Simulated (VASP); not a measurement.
# Ba (Im-3m) in VASP: notebook

Runs on Ba. Level: PBEsol. Tasks: single point, relaxation of volume and atoms at fixed shape.

All numbers are computed with VASP 6.6.1; they aren't measurements. Logs are shortened: lines on timing, memory, paths and dates and some standing lists are left out, and cuts for length are marked.

### 1 The cell of the first run

It takes space group Im-3m (No. 229, cubic). The conventional cell has a = 4.901 Å, b = 4.901 Å, c = 4.901 Å, α = 90.00°, β = 90.00°, γ = 90.00°. Within 5.6 Å of Ba (site symmetry m-3m) lie 14 Ba at 4.24 to 4.90 Å.

### 2 Single point, PBEsol

The input, INCAR:

```
SYSTEM = Ba
PREC     = Accurate       ! precision mode
ENCUT    = 520            ! plane-wave cutoff, eV
EDIFF    = 1E-6           ! SCF threshold, eV
ISMEAR   = 0              ! smearing method
SIGMA    = 0.02           ! smearing width, eV
LREAL    = .FALSE.        ! projectors in reciprocal space
LASPH    = .TRUE.         ! aspherical terms in the spheres
NELM     = 60             ! most SCF steps
ALGO     = Normal         ! electronic algorithm
ISIF     = 2              ! what is computed and relaxed
LWAVE    = .FALSE.        ! write WAVECAR
LCHARG   = .FALSE.        ! write CHGCAR
GGA      = PS             ! functional
NBANDS   = 11             ! bands
```

The input, KPOINTS:

```
Automatic mesh
0
G
  7 7 7
  0 0 0
```

The input, POSCAR:

```
Ba
1.0
   -2.4503243258      2.4503243258      2.4503243258
    2.4503243258     -2.4503243258      2.4503243258
    2.4503243258      2.4503243258     -2.4503243258
Ba
1
Direct
    0.0000000000      0.0000000000      0.0000000000
```

Potentials or basis: VASP PAW PBE potentials, release 64 (Ba_sv).

Started as:

```
$ cat potpaw_PBE.64/Ba_sv/POTCAR > POTCAR
$ mpirun -np 1 vasp_std > vasp.out
```

OUTCAR:

```text
SYSTEM = Ba
   PREC = Accurate
   ENCUT = 520
   EDIFF = 1E-6
   ISMEAR = 0
   LREAL = .FALSE.
   LASPH = .TRUE.
   NELM = 60
   ISIF = 2
   GGA = PS

 ion  position               nearest neighbor table
   1  0.000  0.000  0.000-

  LATTYP: Found a body centered cubic cell.
 ALAT       =     4.9006486516

  Lattice vectors:

 A1 = (  -2.4503243258,   2.4503243258,   2.4503243258)
 A2 = (   2.4503243258,  -2.4503243258,   2.4503243258)
 A3 = (   2.4503243258,   2.4503243258,  -2.4503243258)

Analysis of symmetry for initial positions (statically):
=====================================================================
 Subroutine PRICEL returns:
 Original cell was already a primitive cell.

 Routine SETGRP: Setting up the symmetry group for a
 body centered cubic supercell.

 Subroutine GETGRP returns: Found 48 space group operations
 (whereof 48 operations were pure point group operations)
 out of a pool of 48 trial point group operations.

The static configuration has the point symmetry O_h .

Analysis of symmetry for dynamics (positions and initial velocities):
=====================================================================
 Subroutine PRICEL returns:
 Original cell was already a primitive cell.

 Routine SETGRP: Setting up the symmetry group for a
 body centered cubic supercell.

 Subroutine GETGRP returns: Found 48 space group operations
 (whereof 48 operations were pure point group operations)
 out of a pool of 48 trial point group operations.

The dynamic configuration has the point symmetry O_h .

 Subroutine INISYM returns: Found 48 space group operations
 (whereof 48 operations are pure point group operations),
 and found     1 'primitive' translations

----------------------------------------------------------------------------------------

                                     Primitive cell

  volume of cell :      58.8479

  direct lattice vectors                    reciprocal lattice vectors
    -2.450324326  2.450324326  2.450324326     0.000000000  0.204054620  0.204054620
     2.450324326 -2.450324326  2.450324326     0.204054620  0.000000000  0.204054620
     2.450324326  2.450324326 -2.450324326     0.204054620  0.204054620  0.000000000

  length of vectors
     4.244086227  4.244086227  4.244086227     0.288576812  0.288576812  0.288576812

  position of ions in fractional coordinates (direct lattice)
[... 75 lines left out ...]
   NSW    =      0    number of steps for IOM
   IBRION =     -1    ionic relax: 0-MD 1-quasi-New 2-CG
   NFREE  =      0    steps in history (QN), initial steepest desc. (CG)
   ISIF   =      2    stress and relaxation
   ISYM   =      2    0-nonsym 1-usesym 2-fastsym
   POTIM  = 0.5000    time-step for ionic-motion
   TEBEG  =    0.0;   TEEND  =   0.0 temperature during run
   PSTRESS=    0.0 pullay stress
   NELECT =      10.0000    total number of electrons
   NUPDOWN=      -1.0000    fix difference up-down
   EMIN   =  10.00;   EMAX   =-10.00  energy-range for DOS
   EFERMI =   0.00;   METHOD = LEGACY
   ISMEAR =     0;   SIGMA  =   0.02  broadening in eV -4-tet -1-fermi 0-gaus
   EFERMI_NEDOS =   21; number of points for ismear=-14 and -15
   IALGO  =     38    algorithm
   IMIX   =      4    mixing-type and parameters
     AMIX     =   0.40;   BMIX     =  1.00
     AMIX_MAG =   1.60;   BMIX_MAG =  1.00
  volume/ion in A,a.u.               =      58.85       397.12
  Fermi-wavevector in a.u.,A,eV,Ry     =   0.906772  1.713550 11.187184  0.822235
  Thomas-Fermi vector in A             =   2.030499
   LORBIT       =      0    0 simple, 1 ext, 2 COOP (PROOUT), +10 PAW based schemes
   GGA     = PS    functional components
   LHFCALC =     F    Hartree Fock is set to
   AEXX    =    0.0000 exact exchange contribution
   IVDW    =     0    specifies the selected vdW correction
   LEPSILON=     F    determine dielectric tensor
   LRPA    =     F    only Hartree local field effects (RPA)
 non-spin polarized calculation
 Gauss-broadening in eV      SIGMA  =   0.02
  energy-cutoff  :      520.00
  volume of cell :       58.85
 maximum number of plane-waves:      1601
   NGX = 15   NGY = 15   NGZ = 15

 number of electron      10.0000000 magnetization

 Free energy of the ion-electron system (eV)
  ---------------------------------------------------
  ext. energy  EPLUGINS =         0.00000000
  ---------------------------------------------------
  free energy    TOTEN  =        -2.13949604 eV

  energy without entropy =       -2.13868149  energy(sigma->0) =       -2.13908877

 E-fermi :   1.6596     XC(G=0):  -7.7322

 val. band max:        1.6436920874   @ k =   0.2857   0.2857   0.0000
 cond. band min:       1.7399688611   @ k =  -0.4286   0.4286   0.2857
 fundamental gap:      0.0962767737
 Fermi energy:         1.6596138443

 k-point     1 :       0.0000    0.0000    0.0000
  band No.  band energies     occupation
      1     -26.9780      2.00000
      2     -11.8651      2.00000
      3     -11.8651      2.00000
      4     -11.8651      2.00000
      5      -1.0381      2.00000
      6       3.6488      0.00000
      7       3.6488      0.00000
      8       3.6488      0.00000
      9       5.1846      0.00000
     10       5.1846      0.00000
     11       8.8990      0.00000
[... 253 lines left out ...]
 k-point    20 :      -0.4286    0.4286    0.4286
  band No.  band energies     occupation
      1     -26.8802      2.00000
      2     -12.2649      2.00000
      3     -12.2432      2.00000
      4     -12.2432      2.00000
      5       1.2418      2.00000
      6       1.2707      2.00000
      7       5.4414      0.00000
      8       5.4414      0.00000
      9       5.9270      0.00000
     10       6.5512      0.00000
     11       8.0669      0.00000

------------------------ aborting loop because EDIFF is reached ----------------------------------------

  FORCE on cell =-STRESS in cart. coord.  units (eV):
  Direction    XX          YY          ZZ          XY          YZ          ZX
  --------------------------------------------------------------------------------------
  -------------------------------------------------------------------------------------
  Total        0.0348742      0.0348742      0.0348742     -0.0000000      0.0000000     -0.0000000
  in kB        0.9494766      0.9494766      0.9494766     -0.0000000      0.0000000     -0.0000000
  external PRESSURE =       0.9494766 kB  Pullay stress =       0.0000000 kB

 VOLUME and BASIS-vectors are now :
 -----------------------------------------------------------------------------
  energy-cutoff  :      520.00
  volume of cell :       58.85
      direct lattice vectors                 reciprocal lattice vectors
    -2.450324326  2.450324326  2.450324326     0.000000000  0.204054620  0.204054620
     2.450324326 -2.450324326  2.450324326     0.204054620  0.000000000  0.204054620
     2.450324326  2.450324326 -2.450324326     0.204054620  0.204054620  0.000000000

 POSITION                                       TOTAL-FORCE (eV/Angst)
 -----------------------------------------------------------------------------------
      0.00000      0.00000      0.00000         0.000000      0.000000     -0.000000
 -----------------------------------------------------------------------------------
    total drift:                                0.000000      0.000000     -0.000000

  FREE ENERGIE OF THE ION-ELECTRON SYSTEM (eV)
  ---------------------------------------------------
  free  energy   TOTEN  =        -2.1394960393 eV

  energy  without entropy=       -2.1386814915  energy(sigma->0) =       -2.13908877
```

stdout:

```text
POSCAR found type information on POSCAR Ba
 POSCAR found :  1 types and       1 ions
 scaLAPACK will be used
 -----------------------------------------------------------------------------
|                                                                             |
|                                                                             |
|     You enforced a specific xc type in the INCAR file but a different       |
|     I HOPE YOU KNOW WHAT YOU ARE DOING!                                     |
|                                                                             |
 -----------------------------------------------------------------------------

 LDA part: xc-table for (Slater+PW92), standard interpolation
 POSCAR, INCAR and KPOINTS ok, starting setup
 FFT: planning ... GRIDC
 FFT: planning ... GRID_SOFT
 FFT: planning ... GRID
 WAVECAR not read
 entering main loop
```

Run time: 5.3 s. Hardware: 1 thread of Intel Xeon 6975P-C (Granite Rapids), shared host; peak memory 0.16 GiB.

Results:

```
Free energy            : -2.1395 eV
Pressure               : 0.1 GPa
Band gap on the k mesh : zero (bands 5 and 6 overlap by 0.77 eV)
```

Levels at points of the mesh, in eV from the Fermi level:
| k point | band 3 | band 4 | band 5 | band 6 | band 7 | band 8 |
| --- | --- | --- | --- | --- | --- | --- |
| (0.00, 0.00, 0.00) | -13.52 | -13.52 | -2.70 | 1.99 | 1.99 | 1.99 |

Caveat: the PAW data sets were made with another functional, which shifts forces and pressure a little; spin-orbit coupling is left out, which moves the levels of the heavy elements.

### 3 Relaxation of volume and atoms at fixed shape, PBEsol

This run uses another cell than the first one, of 62.99 Å³/atom.

The input, INCAR:

```
SYSTEM = Ba
ALGO = Normal
EDIFF = 1E-6
EDIFFG = -0.02
ENCUT = 600
GGA = PS
IBRION = 2
ISIF = 8
ISMEAR = 0
LASPH = .TRUE.
LCHARG = .FALSE.
LREAL = .FALSE.
LWAVE = .FALSE.
NELM = 60
NSW = 50
PREC = Accurate
SIGMA = 0.02
```

The input, KPOINTS:

```
k-points
0
G
  7 7 7
  0 0 0
```

The input, POSCAR:

```
Ba
1.0
   -2.5065000000      2.5065000000      2.5065000000
    2.5065000000     -2.5065000000      2.5065000000
    2.5065000000      2.5065000000     -2.5065000000
Ba
1
Direct
    0.0000000000      0.0000000000      0.0000000000
```

Potentials or basis: VASP PAW PBE potentials, release 64 (Ba_sv).

Started as:

```
$ cat potpaw_PBE.64/Ba_sv/POTCAR > POTCAR
$ mpirun -np 1 vasp_std > vasp.out
```

Run time: 28 s. Hardware: 1 thread of Intel Xeon 6975P-C (Granite Rapids), shared host; peak memory 0.2 GiB.

It converged, with:

* Free energy: -2.1396 eV
* Relaxed volume: 59.38 Å³/atom
* Relaxed cell: a = 4.257 Å, b = 4.257 Å, c = 4.257 Å, α = 109.47°, β = 109.47°, γ = 109.47°
* Space group after relaxing (to 0.1 Å): Im-3m (No. 229)
* Energy gained by relaxing: 5.6 meV/atom
* Ionic steps: 4
* Pressure after relaxing: 0.0 GPa
* Band gap on the k mesh: zero (bands 5 and 6 overlap by 0.75 eV)

The path:
```csv
step,energy change (eV),largest force (eV/Å),pressure (GPa),volume (Å³)
1,0.0000,0.0000,-0.49,62.99
2,-0.0041,0.0000,-0.28,61.25
3,-0.0054,0.0000,0.09,58.78
4,-0.0056,0.0000,0.01,59.38
```

Final structure:
```cif
data_structure
_symmetry_space_group_name_H-M 'P 1'
_symmetry_Int_Tables_number 1
_cell_length_a 4.2568
_cell_length_b 4.2568
_cell_length_c 4.2568
_cell_angle_alpha 109.471
_cell_angle_beta 109.471
_cell_angle_gamma 109.471
_cell_volume 59.38
loop_
_atom_site_label
_atom_site_type_symbol
_atom_site_fract_x
_atom_site_fract_y
_atom_site_fract_z
_atom_site_occupancy
Ba1 Ba 0.00000 0.00000 0.00000 1
```

Levels at points of the mesh, in eV from the Fermi level:
| k point | band 2 | band 3 | band 4 | band 5 | band 6 | band 7 | band 8 | band 9 |
| --- | --- | --- | --- | --- | --- | --- | --- | --- |
| (0.00, 0.00, 0.00) | -13.55 | -13.55 | -13.55 | -2.69 | 1.98 | 1.98 | 1.98 | 3.50 |

Caveat: the PAW data sets were made with another functional, which shifts forces and pressure a little; spin-orbit coupling is left out, which moves the levels of the heavy elements.

The gap in the log of VASP goes by the Fermi energy; the results here count the filled bands.